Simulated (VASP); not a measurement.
Wanted: the native input for a VASP 6.6.1 run.

| Quantity | Value |
| --- | --- |
| Task | single point |
| Functional | PBE |
| Potentials or basis | VASP PAW PBE potentials, release 64 (Pb_d, C) |
| Cutoff | 520 eV |
| k mesh | 10 × 10 × 10 |
| Occupations | gaussian, width 0.02 eV |
| Spin | no spin polarisation |
| Dipole correction | no |
| Further INCAR settings | ALGO = Normal; EDIFF = 1e-06; NBANDS = 18 |

The structure of PbC2 lies in POSCAR:

```
PbC2
1.0
   -2.0662061054      2.0662061054      3.3764090769
    2.0662061054     -2.0662061054      3.3764090769
    2.0662061054      2.0662061054     -3.3764090769
Pb C
1 2
Direct
    0.0000000000      0.0000000000      0.0000000000
    0.5939121981      0.5939121981      0.0000000000
    0.4060878019      0.4060878019      0.0000000000
```

One way to write it, as run:

INCAR

```
SYSTEM = PbC2
  PREC = Accurate
  ENCUT = 520
  EDIFF = 1E-6
  ISMEAR = 0
  SIGMA = 0.02
  LREAL = .FALSE.
  LASPH = .TRUE.
  NELM = 100
  ALGO = Normal
  ISIF = 2
  LWAVE = .FALSE.
  LCHARG = .FALSE.
  GGA = PE
  NBANDS = 18
```

KPOINTS

```
regular mesh
0
G
  10 10 10
  0 0 0
```

Potentials or basis: VASP PAW PBE potentials, release 64 (Pb_d, C).

Run with:

```console
$ cat potpaw_PBE.64/Pb_d/POTCAR potpaw_PBE.64/C/POTCAR > POTCAR
$ mpirun -np 1 vasp_std > vasp.out
```

It gave:

The pressure is 0.1 GPa, the largest force is 0.116 eV/Å and the band gap on the k mesh is 1.84 eV, indirect (least direct gap 2.63 eV).

Caveat: spin-orbit coupling is left out, which moves the levels of the heavy elements.

It took 2.1 min on 1 thread of AMD EPYC 7R43 64-Core Processor (Zen 3), with other jobs on the host, peak memory 0.23 GiB.
